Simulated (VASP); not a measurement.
# HBrO (P4/nmm) in VASP: single point with r2SCAN

Aim: the single point of HBrO with r2SCAN.

All numbers are computed with VASP 6.6.1; they aren't measurements. Logs are shortened: lines on timing, memory, paths and dates and some standing lists are left out, and cuts for length are marked.

## (1) The cell of the first run

Symmetry: P4/nmm, No. 129, tetragonal system. The conventional cell has a = 2.908 Å, b = 2.908 Å, c = 10.669 Å, α = 90.00°, β = 90.00°, γ = 90.00°. H (site symmetry 4mm) has 4 O at 1.49 Å within 2.0 Å. Br (site symmetry 4mm) has 4 Br at 2.91 Å within 3.8 Å. Within 2.0 Å of O (site symmetry -4m2) lie 4 H at 1.49 Å.

## (2) Single point, r2SCAN

POSCAR

```
HBrO
1.0
    2.9076968280      0.0000000000      0.0000000000
    0.0000000000      2.9076968280      0.0000000000
    0.0000000000      0.0000000000     10.6691578514
H Br O
2 2 2
Direct
    0.0000000000      0.5000000000      0.0286684537
    0.5000000000      0.0000000000      0.9713315463
    0.0000000000      0.5000000000      0.6709105353
    0.5000000000      0.0000000000      0.3290894647
    0.0000000000      0.0000000000      0.0000000000
    0.5000000000      0.5000000000      0.0000000000
```

INCAR.step1

```
ALGO = Normal
EDIFF = 1E-4
ENCUT = 520
GGA = PE
ISMEAR = -1
LASPH = T
LCHARG = F
LREAL = F
LWAVE = T
NBANDS = 23
NELM = 100
PREC = Accurate
SIGMA = 0.1
```

INCAR.step2

```
ALGO = Normal
EDIFF = 1E-6
ENCUT = 520
ISIF = 2
ISMEAR = -1
ISTART = 1
LASPH = T
LCHARG = T
LELF = T
LMIXTAU = T
LREAL = F
LVHAR = T
LWAVE = F
METAGGA = R2SCAN
NBANDS = 23
NELM = 100
PREC = Accurate
SIGMA = 0.1
```

KPOINTS

```
k-points
0
Gamma
  8 8 5
```

Potentials or basis: VASP PAW PBE potentials, release 64 (H, Br, O).

Launch:

```console
cat potpaw_PBE.64/H/POTCAR potpaw_PBE.64/Br/POTCAR potpaw_PBE.64/O/POTCAR > POTCAR
cp INCAR.step1 INCAR
mpirun -np 1 vasp_std > vasp.out
cp INCAR.step2 INCAR
mpirun -np 1 vasp_std > vasp.out
```

OUTCAR:

```text
EDIFF = 1E-6
   ENCUT = 520
   ISIF = 2
   ISMEAR = -1
   ISTART = 1
   LASPH = T
   LREAL = F
   METAGGA = R2SCAN
   NELM = 100
   PREC = Accurate

 ion  position               nearest neighbor table
   1  0.000  0.500  0.029-
   2  0.500  0.000  0.971-
   3  0.000  0.500  0.671-
   4  0.500  0.000  0.329-
   5  0.000  0.000  0.000-
   6  0.500  0.500  0.000-

  LATTYP: Found a simple tetragonal cell.
 ALAT       =     2.9076968280
 C/A-ratio  =     3.6692813875

  Lattice vectors:

 A1 = (   2.9076968280,   0.0000000000,   0.0000000000)
 A2 = (   0.0000000000,   2.9076968280,   0.0000000000)
 A3 = (   0.0000000000,   0.0000000000,  10.6691578514)

Analysis of symmetry for initial positions (statically):
=====================================================================
 Subroutine PRICEL returns:
 Original cell was already a primitive cell.

 Routine SETGRP: Setting up the symmetry group for a
 simple tetragonal supercell.

 Subroutine GETGRP returns: Found 16 space group operations
 (whereof  8 operations were pure point group operations)
 out of a pool of 16 trial point group operations.

The static configuration has the point symmetry D_2d.
 The point group associated with its full space group is D_4h.

Analysis of symmetry for dynamics (positions and initial velocities):
=====================================================================
 Subroutine PRICEL returns:
 Original cell was already a primitive cell.

 Routine SETGRP: Setting up the symmetry group for a
 simple tetragonal supercell.

 Subroutine GETGRP returns: Found 16 space group operations
 (whereof  8 operations were pure point group operations)
 out of a pool of 16 trial point group operations.

The dynamic configuration has the point symmetry D_2d.
 The point group associated with its full space group is D_4h.

 Subroutine INISYM returns: Found 16 space group operations
 (whereof  8 operations are pure point group operations),
 and found     1 'primitive' translations

----------------------------------------------------------------------------------------

                                     Primitive cell

  volume of cell :      90.2045

  direct lattice vectors                    reciprocal lattice vectors
     2.907696828  0.000000000  0.000000000     0.343914809  0.000000000  0.000000000
     0.000000000  2.907696828  0.000000000     0.000000000  0.343914809  0.000000000
     0.000000000  0.000000000 10.669157851     0.000000000  0.000000000  0.093728110

  length of vectors
     2.907696828  2.907696828 10.669157851     0.343914809  0.343914809  0.093728110

  position of ions in fractional coordinates (direct lattice)
     0.000000000  0.500000000  0.028668454
     0.500000000  0.000000000  0.971331546
     0.000000000  0.500000000  0.670910535
     0.500000000  0.000000000  0.329089465
     0.000000000  0.000000000  0.000000000
     0.500000000  0.500000000  0.000000000

  ion indices of the primitive-cell ions
   primitive index   ion index
                 1           1
                 2           2
                 3           3
                 4           4
                 5           5
                 6           6

----------------------------------------------------------------------------------------

 KPOINTS: k-points

Automatic generation of k-mesh.
 Grid dimensions read from file:
 generate k-points for:    8    8    5

 Generating k-lattice:

  Cartesian coordinates                     Fractional coordinates (reciprocal lattice)
     0.042989351  0.000000000  0.000000000     0.125000000  0.000000000  0.000000000
     0.000000000  0.042989351  0.000000000     0.000000000  0.125000000  0.000000000
     0.000000000  0.000000000  0.018745622     0.000000000  0.000000000  0.200000000

  Length of vectors
     0.042989351  0.042989351  0.018745622

  Shift w.r.t. Gamma in fractional coordinates (k-lattice)
     0.000000000  0.000000000  0.000000000

 Subroutine IBZKPT returns following result:
 ===========================================

 Found     45 irreducible k-points:

 Following reciprocal coordinates:
            Coordinates               Weight
  0.000000  0.000000  0.000000      1.000000
  0.125000  0.000000  0.000000      4.000000
  0.250000  0.000000  0.000000      4.000000
  0.375000  0.000000  0.000000      4.000000
  0.500000  0.000000  0.000000      2.000000
  0.125000  0.125000  0.000000      4.000000
[... 16 lines left out ...]
  0.375000  0.125000  0.200000     16.000000
  0.500000  0.125000  0.200000      8.000000
 [... further k-points ...]
   k-points           NKPTS =     45   k-points in BZ     NKDIM =     45   number of bands    NBANDS=     23
   number of dos      NEDOS =    301   number of ions     NIONS =      6
   total plane-waves  NPLWV =  46080
   dimension x,y,z NGX =    24 NGY =   24 NGZ =   80
   dimension x,y,z NGXF=    48 NGYF=   48 NGZF=  160
   ions per type =               2   2   2
   NGX,Y,Z   is equivalent  to a cutoff of  13.72, 13.72, 12.47 a.u.
   NGXF,Y,Z  is equivalent  to a cutoff of  27.44, 27.44, 24.93 a.u.
 SYSTEM =  unknown system
   PREC   = accura    normal or accurate (medium, high low for compatibility)
   ISTART =      1    job   : 0-new  1-cont  2-samecut
   ICHARG =      0    charge: 1-file 2-atom 10-const
   ISPIN  =      1    spin polarized calculation?
   LNONCOLLINEAR =      F non collinear calculations
   LSORBIT =      F    spin-orbit coupling
   LASPH  =      T    aspherical Exc in radial PAW
   ENCUT  =  520.0 eV  38.22 Ry    6.18 a.u.   5.41  5.41 19.84*2*pi/ulx,y,z
   NELM   =    100;   NELMIN=  2; NELMDL=  0     # of ELM steps
   EDIFF  = 0.1E-05   stopping-criterion for ELM
   LREAL  =      F    real-space projection
   EDIFFG = 0.1E-04   stopping-criterion for IOM
   NSW    =      0    number of steps for IOM
   IBRION =     -1    ionic relax: 0-MD 1-quasi-New 2-CG
   NFREE  =      0    steps in history (QN), initial steepest desc. (CG)
   ISIF   =      2    stress and relaxation
   ISYM   =      2    0-nonsym 1-usesym 2-fastsym
   POTIM  = 0.5000    time-step for ionic-motion
   TEBEG  =    0.0;   TEEND  =   0.0 temperature during run
   PSTRESS=    0.0 pullay stress
   NELECT =      28.0000    total number of electrons
   NUPDOWN=      -1.0000    fix difference up-down
   EMIN   =  10.00;   EMAX   =-10.00  energy-range for DOS
   EFERMI =   0.00;   METHOD = LEGACY
   ISMEAR =    -1;   SIGMA  =   0.10  broadening in eV -4-tet -1-fermi 0-gaus
   EFERMI_NEDOS =   21; number of points for ismear=-14 and -15
   IALGO  =     38    algorithm
   IMIX   =      4    mixing-type and parameters
     AMIX     =   0.40;   BMIX     =  1.00
     AMIX_MAG =   1.60;   BMIX_MAG =  1.00
  volume/ion in A,a.u.               =      15.03       101.46
  Fermi-wavevector in a.u.,A,eV,Ry     =   1.108455  2.094676 16.717102  1.228672
  Thomas-Fermi vector in A             =   2.244982
   LORBIT       =      0    0 simple, 1 ext, 2 COOP (PROOUT), +10 PAW based schemes
   METAGGA = R2SCAN    functional components
   LHFCALC =     F    Hartree Fock is set to
   AEXX    =    0.0000 exact exchange contribution
   IVDW    =     0    specifies the selected vdW correction
   LEPSILON=     F    determine dielectric tensor
   LRPA    =     F    only Hartree local field effects (RPA)
 non-spin polarized calculation
  energy-cutoff  :      520.00
  volume of cell :       90.20
 maximum number of plane-waves:      2455
 NGX is ok and might be reduce to    24
   NGX = 11   NGY = 11   NGZ = 39

 number of electron      27.9999994 magnetization

 Free energy of the ion-electron system (eV)
  ---------------------------------------------------
  ext. energy  EPLUGINS =         0.00000000
  ---------------------------------------------------
  free energy    TOTEN  =       -41.58626976 eV

  energy without entropy =      -41.50494095  energy(sigma->0) =      -41.54560536

 E-fermi :   0.1879     XC(G=0):  -9.2398

 val. band max:        0.1685182898   @ k =   0.2500   0.1250   0.4000
 cond. band min:       0.2299805672   @ k =   0.2500   0.1250   0.0000
 fundamental gap:      0.0614622774
 Fermi energy:         0.1878550989

 k-point     1 :       0.0000    0.0000    0.0000
  band No.  band energies     occupation
      1     -22.4977      2.00000
      2     -16.1938      2.00000
      3     -16.0887      2.00000
      4     -15.4977      2.00000
      5      -5.2804      2.00000
      6      -5.2804      2.00000
[... 15 lines left out ...]
     22      10.6084      0.00000
     23      10.6872      0.00000

 k-point     2 :       0.1250    0.0000    0.0000
  band No.  band energies     occupation
      1     -22.2951      2.00000
      2     -16.0230      2.00000
      3     -15.9219      2.00000
      4     -15.8337      2.00000
      5      -5.8228      2.00000
      6      -5.0937      2.00000
[... 15 lines left out ...]
     22      11.0408      0.00000
     23      11.5862      0.00000

 k-point     3 :       0.2500    0.0000    0.0000
  band No.  band energies     occupation
      1     -21.6982      2.00000
      2     -16.7767      2.00000
      3     -15.5635      2.00000
      4     -15.4765      2.00000
      5      -6.0454      2.00000
      6      -4.5452      2.00000
[... 15 lines left out ...]
     22      11.2734      0.00000
     23      11.6660      0.00000
[... 495 lines left out ...]
 k-point    23 :       0.3750    0.1250    0.2000
  band No.  band energies     occupation
      1     -20.5702      2.00000
      2     -18.0443      2.00000
      3     -14.8400      2.00000
      4     -14.7869      2.00000
      5      -7.0642      2.00000
      6      -4.6919      2.00000
[... 15 lines left out ...]
     22      12.2853      0.00000
     23      12.5585      0.00000

 k-point    24 :       0.5000    0.1250    0.2000
  band No.  band energies     occupation
      1     -19.3644      2.00000
      2     -19.3644      2.00000
      3     -14.5531      2.00000
      4     -14.5531      2.00000
      5      -6.1432      2.00000
      6      -6.1432      2.00000
[... 15 lines left out ...]
     22      11.6482      0.00000
     23      12.6953      0.00000

 [... further k-points ...]
[... 5 lines left out ...]
  --------------------------------------------------------------------------------------
  -------------------------------------------------------------------------------------
  Total       -0.0158018     -0.0158018     -0.0593344      0.0000000      0.0000000     -0.0000000
  in kB       -0.2806651     -0.2806651     -1.0538748      0.0000000      0.0000000     -0.0000000
  external PRESSURE =      -0.5384017 kB  Pullay stress =       0.0000000 kB

 VOLUME and BASIS-vectors are now :
 -----------------------------------------------------------------------------
  energy-cutoff  :      520.00
  volume of cell :       90.20
      direct lattice vectors                 reciprocal lattice vectors
     2.907696828  0.000000000  0.000000000     0.343914809  0.000000000  0.000000000
     0.000000000  2.907696828  0.000000000     0.000000000  0.343914809  0.000000000
     0.000000000  0.000000000 10.669157851     0.000000000  0.000000000  0.093728110

 POSITION                                       TOTAL-FORCE (eV/Angst)
 -----------------------------------------------------------------------------------
      0.00000      1.45385      0.30587         0.000000      0.000000      0.016986
      1.45385      0.00000     10.36329         0.000000     -0.000000     -0.016986
      0.00000      1.45385      7.15805        -0.000000      0.000000      0.002095
      1.45385      0.00000      3.51111         0.000000      0.000000     -0.002095
      0.00000      0.00000      0.00000         0.000000     -0.000000     -0.000000
      1.45385      1.45385      0.00000         0.000000      0.000000     -0.000000
 -----------------------------------------------------------------------------------
    total drift:                                0.000000     -0.000000     -0.000000

  FREE ENERGIE OF THE ION-ELECTRON SYSTEM (eV)
  ---------------------------------------------------
  free  energy   TOTEN  =       -41.5862697585 eV

  energy  without entropy=      -41.5049409530  energy(sigma->0) =      -41.54560536
```

It took 2.9 min on 1 thread of Intel Xeon Platinum 8488C (Sapphire Rapids), shared host; peak memory 0.26 GiB.

What came out:

| Item | Value |
| --- | --- |
| Free energy | -41.5863 eV |
| Pressure | -0.1 GPa |
| Largest force | 0.017 eV/Å |
| Band gap on the k mesh | zero (band 14 reaches 1.07 eV, above the bottom of band 15 at -0.89 eV) |

Forces in eV/Å, atoms in the order of the input:
```
H    0.000  0.000  0.017
H    0.000  0.000 -0.017
Br   0.000  0.000  0.002
Br   0.000  0.000 -0.002
O    0.000  0.000  0.000
O    0.000  0.000  0.000
```

Stress tensor (GPa, compression positive):
```
-0.03  0.00  0.00
 0.00 -0.03  0.00
 0.00  0.00 -0.11
```

Caveat: the PAW data sets were made with another functional, which shifts forces and pressure a little.
